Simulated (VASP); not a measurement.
Here is a VASP 6.6.1 calculation.

INCAR

```
SYSTEM = CdF2
PREC = Accurate ; ENCUT = 520
EDIFF = 1E-6 ; ISMEAR = 0
SIGMA = 0.05 ; LREAL = .False.
LASPH = .True. ; NELM = 100
ALGO = Normal ; ISIF = 2
LWAVE = .False. ; LCHARG = .False.
GGA = PS ; NBANDS = 20
```

The input KPOINTS:

```
regular mesh
0
Gamma
  8 8 8
  0 0 0
```

Contents of POSCAR:

```
CdF2
1.0
    0.0000000000      2.8286180703      2.8286180703
    2.8286180703      0.0000000000      2.8286180703
    2.8286180703      2.8286180703      0.0000000000
Cd F
1 2
Direct
    0.0000000000      0.0000000000      0.0000000000
    0.2500000000      0.2500000000      0.2500000000
    0.7500000000      0.7500000000      0.7500000000
```

Potentials or basis: VASP PAW PBE potentials, release 64 (Cd, F).

Launch:

```console
$ cat potpaw_PBE.64/Cd/POTCAR potpaw_PBE.64/F/POTCAR > POTCAR
$ mpirun -np 1 vasp_std > vasp.out
```

**Question.** Predict the band gap on the k mesh.

**Answer.** 2.42 eV (least direct gap 3.05 eV).

**Question.** Predict the pressure.

**Answer.** -10.9 GPa.

Caveat: the cell stands under tension; the PAW data sets were made with another functional, which shifts forces and pressure a little. A k mesh can miss the band edges.
